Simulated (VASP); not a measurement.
# Pb (P6_3/mmc) in VASP: a series of runs, part 2 of 2

VASP 6.6.1. The steps go on from the part before.

**4. Single point, PBE (29.24 Å³/atom)**

This run uses another cell than the first one, of 29.24 Å³/atom.

File INCAR:

```
SYSTEM = Pb
PREC = Accurate ; ENCUT = 520
EDIFF = 1E-6 ; ISMEAR = 0
SIGMA = 0.05 ; LREAL = .False.
LASPH = .True. ; NELM = 80
ALGO = Fast ; ISIF = 2
LWAVE = .False. ; LCHARG = .False.
GGA = PE ; NBANDS = 21
```

File KPOINTS:

```
Automatic mesh
0
Gamma
  16 16 8
  0 0 0
```

File POSCAR:

```
Pb
1.0
    3.4315630062      0.0000000000      0.0000000000
   -1.7157815031      2.9718207380      0.0000000000
    0.0000000000      0.0000000000      5.7351759227
Pb
2
Direct
    0.3333333333      0.6666666667      0.2500000000
    0.6666666667      0.3333333333      0.7500000000
```

Potentials or basis: VASP PAW PBE potentials, release 64 (Pb_d).

Started as:

```console
> cat potpaw_PBE.64/Pb_d/POTCAR > POTCAR
> mpirun -np 1 vasp_std > vasp.out
```

OUTCAR:

```text
SYSTEM = Pb
   PREC = Accurate
   ENCUT = 520
   EDIFF = 1E-6
   ISMEAR = 0
   LREAL = .False.
   LASPH = .True.
   NELM = 80
   ISIF = 2
   GGA = PE

 ion  position               nearest neighbor table
   1  0.333  0.667  0.250-   2 3.49   2 3.49   2 3.49   2 3.49   2 3.49   2 3.49
   2  0.667  0.333  0.750-   1 3.49   1 3.49   1 3.49   1 3.49   1 3.49   1 3.49

  LATTYP: Found a hexagonal cell.
 ALAT       =     3.4315630062
 C/A-ratio  =     1.6713013610

  Lattice vectors:

 A1 = (   3.4315630062,   0.0000000000,   0.0000000000)
 A2 = (  -1.7157815031,   2.9718207380,   0.0000000000)
 A3 = (   0.0000000000,   0.0000000000,   5.7351759227)

Analysis of symmetry for initial positions (statically):
=====================================================================
 Subroutine PRICEL returns:
 Original cell was already a primitive cell.

 Routine SETGRP: Setting up the symmetry group for a
 hexagonal supercell.

 Subroutine GETGRP returns: Found 24 space group operations
 (whereof 12 operations were pure point group operations)
 out of a pool of 24 trial point group operations.

The static configuration has the point symmetry D_3d.
 The point group associated with its full space group is D_6h.

Analysis of symmetry for dynamics (positions and initial velocities):
=====================================================================
 Subroutine PRICEL returns:
 Original cell was already a primitive cell.

 Routine SETGRP: Setting up the symmetry group for a
 hexagonal supercell.

 Subroutine GETGRP returns: Found 24 space group operations
 (whereof 12 operations were pure point group operations)
 out of a pool of 24 trial point group operations.

The dynamic configuration has the point symmetry D_3d.
 The point group associated with its full space group is D_6h.

 Subroutine INISYM returns: Found 24 space group operations
 (whereof 12 operations are pure point group operations),
 and found     1 'primitive' translations

[... 106 lines left out ...]
   NUPDOWN=      -1.0000    fix difference up-down
   EMIN   =  10.00;   EMAX   =-10.00  energy-range for DOS
   EFERMI =   0.00;   METHOD = LEGACY
   ISMEAR =     0;   SIGMA  =   0.05  broadening in eV -4-tet -1-fermi 0-gaus
   EFERMI_NEDOS =   21; number of points for ismear=-14 and -15
   IALGO  =     68    algorithm
   IMIX   =      4    mixing-type and parameters
     AMIX     =   0.40;   BMIX     =  1.00
     AMIX_MAG =   1.60;   BMIX_MAG =  1.00
  volume/ion in A,a.u.               =      29.24       197.35
  Fermi-wavevector in a.u.,A,eV,Ry     =   1.280679  2.420133 22.315453  1.640140
  Thomas-Fermi vector in A             =   2.413093
   LORBIT       =      0    0 simple, 1 ext, 2 COOP (PROOUT), +10 PAW based schemes
   GGA     = PE    functional components
   LHFCALC =     F    Hartree Fock is set to
   AEXX    =    0.0000 exact exchange contribution
   IVDW    =     0    specifies the selected vdW correction
   LEPSILON=     F    determine dielectric tensor
   LRPA    =     F    only Hartree local field effects (RPA)
 non-spin polarized calculation
 RMM-DIIS sequential band-by-band and
 Gauss-broadening in eV      SIGMA  =   0.05
  energy-cutoff  :      520.00
  volume of cell :       58.49
 maximum number of plane-waves:      1596
 NGX is ok and might be reduce to    28
   NGX = 13   NGY = 13   NGZ = 21

 number of electron      28.0000006 magnetization

 Free energy of the ion-electron system (eV)
  ---------------------------------------------------
  ext. energy  EPLUGINS =         0.00000000
  ---------------------------------------------------
  free energy    TOTEN  =        -7.03613900 eV

  energy without entropy =       -7.03426179  energy(sigma->0) =       -7.03520040

 E-fermi :   7.6647     XC(G=0): -10.3626

 val. band max:        7.6602063872   @ k =   0.3125   0.2500   0.3750
 cond. band min:       7.6693710609   @ k =   0.2500   0.0625   0.2500
 fundamental gap:      0.0091646737
 Fermi energy:         7.6646834713

 k-point     1 :       0.0000    0.0000    0.0000
  band No.  band energies     occupation
      1      -9.4579      2.00000
      2      -9.4319      2.00000
      3      -9.4039      2.00000
      4      -9.4039      2.00000
      5      -9.3822      2.00000
      6      -9.3822      2.00000
[... 565 lines left out ...]
     20      18.0593      0.00000
     21      19.4275      0.00000

 [... further k-points ...]
[... 5 lines left out ...]
  --------------------------------------------------------------------------------------
  -------------------------------------------------------------------------------------
  Total        1.4714047      1.4714047      1.4647719      0.0000000      0.0000000     -0.0000000
  in kB       40.3070842     40.3070842     40.1253880      0.0000000      0.0000000     -0.0000000
  external PRESSURE =      40.2465188 kB  Pullay stress =       0.0000000 kB

 VOLUME and BASIS-vectors are now :
 -----------------------------------------------------------------------------
  energy-cutoff  :      520.00
  volume of cell :       58.49
      direct lattice vectors                 reciprocal lattice vectors
     3.431563006  0.000000000  0.000000000     0.291412397  0.168247026  0.000000000
    -1.715781503  2.971820738  0.000000000     0.000000000  0.336494051  0.000000000
     0.000000000  0.000000000  5.735175923     0.000000000  0.000000000  0.174362568

 POSITION                                       TOTAL-FORCE (eV/Angst)
 -----------------------------------------------------------------------------------
     -0.00000      1.98121      1.43379         0.000000     -0.000000      0.000000
      1.71578      0.99061      4.30138        -0.000000      0.000000      0.000000
 -----------------------------------------------------------------------------------
    total drift:                               -0.000000      0.000000      0.000000

  FREE ENERGIE OF THE ION-ELECTRON SYSTEM (eV)
  ---------------------------------------------------
  free  energy   TOTEN  =        -7.0361390008 eV

  energy  without entropy=       -7.0342617907  energy(sigma->0) =       -7.03520040
```

OSZICAR:

```text
N       E                     dE             d eps       ncg     rms          rms(c)
DAV:   1     0.295970780503E+03    0.29597E+03   -0.14283E+04  6300   0.165E+03
DAV:   2     0.140830903909E+02   -0.28189E+03   -0.27551E+03  6360   0.411E+02
DAV:   3    -0.639927412204E+01   -0.20482E+02   -0.20287E+02  7637   0.136E+02
DAV:   4    -0.703255311469E+01   -0.63328E+00   -0.63296E+00  7526   0.270E+01
DAV:   5    -0.706302119888E+01   -0.30468E-01   -0.30467E-01  8632   0.543E+00    0.805E-01
RMM:   6    -0.704127530614E+01    0.21746E-01   -0.33311E-02  7187   0.224E+00    0.405E-01
RMM:   7    -0.703573193790E+01    0.55434E-02   -0.20914E-02  7147   0.144E+00    0.128E-01
RMM:   8    -0.703596173517E+01   -0.22980E-03   -0.60685E-03  8605   0.986E-01    0.207E-02
RMM:   9    -0.703611602944E+01   -0.15429E-03   -0.17101E-03 10003   0.345E-01    0.216E-02
RMM:  10    -0.703612863646E+01   -0.12607E-04   -0.27811E-04  7606   0.246E-01    0.108E-02
RMM:  11    -0.703613383539E+01   -0.51989E-05   -0.14100E-04  8800   0.128E-01    0.644E-03
RMM:  12    -0.703613894838E+01   -0.51130E-05   -0.56209E-05  8781   0.656E-02    0.662E-03
RMM:  13    -0.703613900082E+01   -0.52437E-07   -0.68133E-06  5518   0.297E-02
   1 F= -.70361390E+01 E0= -.70352004E+01  d E =-.187721E-02
```

It took 94 s on 1 thread of Intel Xeon 6975P-C (Granite Rapids), shared host; peak memory 0.28 GiB.

What came out:

- Free energy: -7.0361 eV
- Pressure: 4.0 GPa
- Band gap on the k mesh: zero (bands 14 and 15 overlap by 7.89 eV)

Caveat: the cell stands under pressure; spin-orbit coupling is left out, which moves the levels of the heavy elements.

**5. Relaxation of cell and atoms, PBE**

This run uses another cell than the first one, of 29.31 Å³/atom.

File INCAR:

```
SYSTEM = Pb
ALGO = Fast
EDIFF = 1E-7
EDIFFG = -0.01
ENCUT = 600
GGA = PE
IBRION = 2
ISIF = 3
ISMEAR = 0
LASPH = .TRUE.
LCHARG = .FALSE.
LREAL = .FALSE.
LWAVE = .FALSE.
NELM = 80
NSW = 80
PREC = Accurate
SIGMA = 0.05
```

File KPOINTS:

```
k-points
0
G
  14 14 8
  0 0 0
```

File POSCAR:

```
Pb
1.0
    3.4800000000      0.0000000000      0.0000000000
   -1.7400000000      3.0137684052      0.0000000000
    0.0000000000      0.0000000000      5.5900000000
Pb
2
Direct
    0.3333333333      0.6666666667      0.2500000000
    0.6666666667      0.3333333333      0.7500000000
```

Started as:

```console
> cat potpaw_PBE.64/Pb_d/POTCAR > POTCAR
> mpirun -np 1 vasp_std > vasp.out
```

Run time: 7 min. Hardware: 1 thread of Intel Xeon 6975P-C (Granite Rapids), shared host; peak memory 0.29 GiB.

The run converged. Its results:

```yaml
Free_energy: -7.0971 eV
Relaxed_volume: 31.80 Å³/atom
Relaxed_cell: a = 3.539 Å, b = 3.539 Å, c = 5.861 Å, α = 90.00°, β = 90.00°, γ = 120.00°
Space_group_after_relaxing_to_0.1_Å: P6_3/mmc (No. 194)
Energy_gained_by_relaxing: 32.0 meV/atom
Ionic_steps: 7
Pressure_after_relaxing: 0.0 GPa
Band_gap_on_the_k_mesh: zero (bands 14 and 15 overlap by 7.11 eV)
```

The path:
```
step  energy change (eV)  largest force (eV/Å)  pressure (GPa)  volume (Å³)
   1              0.0000                0.0000            4.05        58.63
   2             -0.0586                0.0000           -0.88        65.14
   3             -0.0624                0.0000           -0.06        63.71
   4             -0.0624                0.0000           -0.13        63.81
   5             -0.0635                0.0000           -0.10        63.72
   6             -0.0640                0.0000           -0.05        63.61
   7             -0.0641                0.0000           -0.04        63.59
```

Final structure:
```
Pb
1.0
     3.53948    0.00000    0.00000
    -1.76974    3.06528    0.00000
     0.00000    0.00000    5.86138
Pb
2
Direct
  0.33333 0.66667 0.25000
  0.66667 0.33333 0.75000
```

Levels at points of the mesh, in eV from the Fermi level:
```csv
k point,band 12,band 13,band 14,band 15,band 16,band 17
"(0.00, 0.00, 0.00)",-8.17,-3.97,5.48,5.48,6.95,7.11
"(0.50, 0.00, 0.00)",-7.07,-2.87,-1.49,-0.40,1.72,2.13
"(0.00, 0.00, 0.50)",-10.31,0.56,0.56,6.26,6.26,6.26
"(0.50, 0.00, 0.50)",-7.49,-3.46,-3.46,3.30,3.30,3.38
```

Caveat: spin-orbit coupling is left out, which moves the levels of the heavy elements. PBE usually gives volumes a little too large and moduli too small.

**6. The runs side by side**

| task | cell | k mesh | cutoff (eV) | gap on the mesh (eV) | pressure (GPa) |
| --- | --- | --- | --- | --- | --- |
| single point | a = 3.329, b = 3.329, c = 5.564 Å, angles 90.0, 90.0, 120.0°, 2 atoms | 16 × 16 × 8 | 520 | none | 10.5 |
| single point | a = 3.381, b = 3.381, c = 5.651 Å, angles 90.0, 90.0, 120.0°, 2 atoms | 16 × 16 × 8 | 520 | none | 6.8 |
| single point | a = 3.432, b = 3.432, c = 5.735 Å, angles 90.0, 90.0, 120.0°, 2 atoms | 16 × 16 × 8 | 520 | none | 4.0 |
| relaxation of cell and atoms | relaxed from a = 3.480, b = 3.480, c = 5.590 Å, angles 90.0, 90.0, 120.0°, 2 atoms | 14 × 14 × 8 | 600 | none | 0.0 |

Alike in all rows: level PBE; potentials or basis VASP PAW PBE potentials, release 64 (Pb_d); no spin polarisation; smearing gaussian 0.05 eV.

Caveats: spin-orbit coupling is left out, which moves the levels of the heavy elements; the cell stands under pressure (at least some runs).

Total energies depend on the potentials used, so only differences within one code and one set of settings carry meaning.

The gap in the log of VASP goes by the Fermi energy; the results here count the filled bands.